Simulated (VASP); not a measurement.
# HgPt3 (Pm-3m) in VASP: a series of runs, part 2 of 3

VASP 6.6.1. Earlier steps stand in the parts before.

### Step 3. Single point, LDA

INCAR reads:

```
SYSTEM = HgPt3
PREC     = Accurate       ! precision mode
ENCUT    = 520            ! plane-wave cutoff, eV
EDIFF    = 1E-6           ! SCF threshold, eV
ISMEAR   = 0              ! smearing method
SIGMA    = 0.1            ! smearing width, eV
LREAL    = .False.        ! projectors in reciprocal space
LASPH    = .True.         ! aspherical terms in the spheres
NELM     = 100            ! most SCF steps
ALGO     = Normal         ! electronic algorithm
ISIF     = 2              ! what is computed and relaxed
LWAVE    = .False.        ! write WAVECAR
LCHARG   = .True.         ! write CHGCAR
GGA      = CA             ! functional
LELF     = .True.         ! ELF
LVHAR    = .True.       
NBANDS   = 29             ! bands
```

KPOINTS reads:

```
Automatic mesh
0
Gamma
  10 10 10
  0 0 0
```

POSCAR reads:

```
HgPt3
1.0
    3.9726881452      0.0000000000      0.0000000000
    0.0000000000      3.9726881452      0.0000000000
    0.0000000000      0.0000000000      3.9726881452
Hg Pt
1 3
Direct
    0.0000000000      0.0000000000      0.0000000000
    0.0000000000      0.5000000000      0.5000000000
    0.5000000000      0.5000000000      0.0000000000
    0.5000000000      0.0000000000      0.5000000000
```

Potentials or basis: VASP PAW LDA potentials, release 64 (Hg, Pt).

Launch:

```console
$ cat potpaw_LDA.64/Hg/POTCAR potpaw_LDA.64/Pt/POTCAR > POTCAR
$ mpirun -np 1 vasp_std > vasp.out
```

OUTCAR:

```text
SYSTEM = HgPt3
   PREC = Accurate
   ENCUT = 520
   EDIFF = 1E-6
   ISMEAR = 0
   LREAL = .False.
   LASPH = .True.
   NELM = 100
   ISIF = 2
   GGA = CA

 ion  position               nearest neighbor table
   1  0.000  0.000  0.000-   2 2.81   3 2.81   4 2.81   2 2.81   4 2.81   2 2.81   3 2.81   2 2.81
                             3 2.81   4 2.81   4 2.81   3 2.81
   2  0.000  0.500  0.500-   1 2.81   3 2.81   4 2.81   1 2.81   3 2.81   1 2.81   4 2.81   1 2.81
                             3 2.81   4 2.81   3 2.81   4 2.81
   3  0.500  0.500  0.000-   1 2.81   2 2.81   4 2.81   2 2.81   4 2.81   1 2.81   4 2.81   4 2.81
                             1 2.81   2 2.81   2 2.81   1 2.81
   4  0.500  0.000  0.500-   1 2.81   2 2.81   3 2.81   1 2.81   3 2.81   2 2.81   3 2.81   3 2.81
                             1 2.81   2 2.81   1 2.81   2 2.81

  LATTYP: Found a simple cubic cell.
 ALAT       =     3.9726881452

  Lattice vectors:

 A1 = (   3.9726881452,   0.0000000000,   0.0000000000)
 A2 = (   0.0000000000,   3.9726881452,   0.0000000000)
 A3 = (   0.0000000000,   0.0000000000,   3.9726881452)

Analysis of symmetry for initial positions (statically):
=====================================================================
 Subroutine PRICEL returns:
 Original cell was already a primitive cell.

 Routine SETGRP: Setting up the symmetry group for a
 simple cubic supercell.

 Subroutine GETGRP returns: Found 48 space group operations
 (whereof 48 operations were pure point group operations)
 out of a pool of 48 trial point group operations.

The static configuration has the point symmetry O_h .

Analysis of symmetry for dynamics (positions and initial velocities):
=====================================================================
 Subroutine PRICEL returns:
 Original cell was already a primitive cell.

 Routine SETGRP: Setting up the symmetry group for a
 simple cubic supercell.

 Subroutine GETGRP returns: Found 48 space group operations
 (whereof 48 operations were pure point group operations)
 out of a pool of 48 trial point group operations.

The dynamic configuration has the point symmetry O_h .

 Subroutine INISYM returns: Found 48 space group operations
 (whereof 48 operations are pure point group operations),
 and found     1 'primitive' translations

----------------------------------------------------------------------------------------

                                     Primitive cell

  volume of cell :      62.6980

  direct lattice vectors                    reciprocal lattice vectors
     3.972688145  0.000000000  0.000000000     0.251718726  0.000000000  0.000000000
     0.000000000  3.972688145  0.000000000     0.000000000  0.251718726  0.000000000
     0.000000000  0.000000000  3.972688145     0.000000000  0.000000000  0.251718726

  length of vectors
     3.972688145  3.972688145  3.972688145     0.251718726  0.251718726  0.251718726

  position of ions in fractional coordinates (direct lattice)
     0.000000000  0.000000000  0.000000000
     0.000000000  0.500000000  0.500000000
     0.500000000  0.500000000  0.000000000
     0.500000000  0.000000000  0.500000000

  ion indices of the primitive-cell ions
   primitive index   ion index
                 1           1
                 2           2
                 3           3
[... 29 lines left out ...]
            Coordinates               Weight
  0.000000  0.000000  0.000000      1.000000
  0.100000  0.000000  0.000000      6.000000
  0.200000  0.000000  0.000000      6.000000
  0.300000  0.000000  0.000000      6.000000
  0.400000  0.000000  0.000000      6.000000
  0.500000  0.000000  0.000000      3.000000
[... 16 lines left out ...]
  0.200000  0.100000  0.100000     24.000000
  0.300000  0.100000  0.100000     24.000000
 [... further k-points ...]
   k-points           NKPTS =     56   k-points in BZ     NKDIM =     56   number of bands    NBANDS=     29
   number of dos      NEDOS =    301   number of ions     NIONS =      4
   total plane-waves  NPLWV =  27000
   dimension x,y,z NGX =    30 NGY =   30 NGZ =   30
   dimension x,y,z NGXF=    60 NGYF=   60 NGZF=   60
   ions per type =               1   3
   NGX,Y,Z   is equivalent  to a cutoff of  12.55, 12.55, 12.55 a.u.
   NGXF,Y,Z  is equivalent  to a cutoff of  25.11, 25.11, 25.11 a.u.
 SYSTEM =  HgPt3
   PREC   = accura    normal or accurate (medium, high low for compatibility)
   ISTART =      0    job   : 0-new  1-cont  2-samecut
   ICHARG =      2    charge: 1-file 2-atom 10-const
   ISPIN  =      1    spin polarized calculation?
   LNONCOLLINEAR =      F non collinear calculations
   LSORBIT =      F    spin-orbit coupling
   LASPH  =      T    aspherical Exc in radial PAW
   ENCUT  =  520.0 eV  38.22 Ry    6.18 a.u.   7.39  7.39  7.39*2*pi/ulx,y,z
   NELM   =    100;   NELMIN=  2; NELMDL= -5     # of ELM steps
   EDIFF  = 0.1E-05   stopping-criterion for ELM
   LREAL  =      F    real-space projection
   EDIFFG = 0.1E-04   stopping-criterion for IOM
   NSW    =      0    number of steps for IOM
   IBRION =     -1    ionic relax: 0-MD 1-quasi-New 2-CG
   NFREE  =      0    steps in history (QN), initial steepest desc. (CG)
   ISIF   =      2    stress and relaxation
   ISYM   =      2    0-nonsym 1-usesym 2-fastsym
   POTIM  = 0.5000    time-step for ionic-motion
   TEBEG  =    0.0;   TEEND  =   0.0 temperature during run
   PSTRESS=    0.0 pullay stress
   NELECT =      42.0000    total number of electrons
   NUPDOWN=      -1.0000    fix difference up-down
   EMIN   =  10.00;   EMAX   =-10.00  energy-range for DOS
   EFERMI =   0.00;   METHOD = LEGACY
   ISMEAR =     0;   SIGMA  =   0.10  broadening in eV -4-tet -1-fermi 0-gaus
   EFERMI_NEDOS =   21; number of points for ismear=-14 and -15
   IALGO  =     38    algorithm
   IMIX   =      4    mixing-type and parameters
     AMIX     =   0.40;   BMIX     =  1.00
     AMIX_MAG =   1.60;   BMIX_MAG =  1.00
  volume/ion in A,a.u.               =      15.67       105.78
  Fermi-wavevector in a.u.,A,eV,Ry     =   1.432430  2.706900 27.917198  2.051856
  Thomas-Fermi vector in A             =   2.552058
   LORBIT       =      0    0 simple, 1 ext, 2 COOP (PROOUT), +10 PAW based schemes
   GGA     = CA    functional components
   LHFCALC =     F    Hartree Fock is set to
   AEXX    =    0.0000 exact exchange contribution
   IVDW    =     0    specifies the selected vdW correction
   LEPSILON=     F    determine dielectric tensor
   LRPA    =     F    only Hartree local field effects (RPA)
 non-spin polarized calculation
 Gauss-broadening in eV      SIGMA  =   0.10
  energy-cutoff  :      520.00
  volume of cell :       62.70
 maximum number of plane-waves:      1743
 NGX is ok and might be reduce to    30
   NGX = 15   NGY = 15   NGZ = 15

 number of electron      42.0000012 magnetization

 Free energy of the ion-electron system (eV)
  ---------------------------------------------------
  ext. energy  EPLUGINS =         0.00000000
  ---------------------------------------------------
  free energy    TOTEN  =       -23.37852359 eV

  energy without entropy =      -23.35991150  energy(sigma->0) =      -23.36921755

 E-fermi :   9.2558     XC(G=0): -13.4597

 val. band max:        9.2458219213   @ k =   0.1000   0.0000   0.0000
 cond. band min:       9.2597700678   @ k =   0.3000   0.2000   0.1000
 fundamental gap:      0.0139481465
 Fermi energy:         9.2557515190

 k-point     1 :       0.0000    0.0000    0.0000
  band No.  band energies     occupation
      1      -1.2717      2.00000
      2       0.7078      2.00000
      3       0.7078      2.00000
      4       1.1452      2.00000
      5       1.1452      2.00000
      6       1.1452      2.00000
[... 757 lines left out ...]
     28      19.2495      0.00000
     29      20.1500      0.00000

 [... further k-points ...]

------------------------ aborting loop because EDIFF is reached ----------------------------------------

  FORCE on cell =-STRESS in cart. coord.  units (eV):
  Direction    XX          YY          ZZ          XY          YZ          ZX
  --------------------------------------------------------------------------------------
  -------------------------------------------------------------------------------------
  Total        0.7187275      0.7187275      0.7187275      0.0000000      0.0000000     -0.0000000
  in kB       18.3662889     18.3662889     18.3662889      0.0000000      0.0000000     -0.0000000
  external PRESSURE =      18.3662889 kB  Pullay stress =       0.0000000 kB

 VOLUME and BASIS-vectors are now :
 -----------------------------------------------------------------------------
  energy-cutoff  :      520.00
  volume of cell :       62.70
      direct lattice vectors                 reciprocal lattice vectors
     3.972688145  0.000000000  0.000000000     0.251718726  0.000000000  0.000000000
     0.000000000  3.972688145  0.000000000     0.000000000  0.251718726  0.000000000
     0.000000000  0.000000000  3.972688145     0.000000000  0.000000000  0.251718726

 POSITION                                       TOTAL-FORCE (eV/Angst)
 -----------------------------------------------------------------------------------
      0.00000      0.00000      0.00000         0.000000      0.000000      0.000000
      0.00000      1.98634      1.98634         0.000000      0.000000      0.000000
      1.98634      1.98634      0.00000         0.000000      0.000000      0.000000
      1.98634      0.00000      1.98634         0.000000      0.000000      0.000000
 -----------------------------------------------------------------------------------
    total drift:                                0.000000      0.000000     -0.000000

  FREE ENERGIE OF THE ION-ELECTRON SYSTEM (eV)
  ---------------------------------------------------
  free  energy   TOTEN  =       -23.3785235926 eV

  energy  without entropy=      -23.3599115017  energy(sigma->0) =      -23.36921755
```

Run time: 30 s. Hardware: 1 thread of Intel Xeon 6975P-C (Granite Rapids), shared host; peak memory 0.21 GiB.

Results:

```yaml
Free_energy: -23.3785 eV
Pressure: 1.8 GPa
Band_gap_on_the_k_mesh: zero (bands 21 and 22 overlap by 0.96 eV)
```

Caveat: spin-orbit coupling is left out, which moves the levels of the heavy elements.

(Part 2 of 3 ends here.)
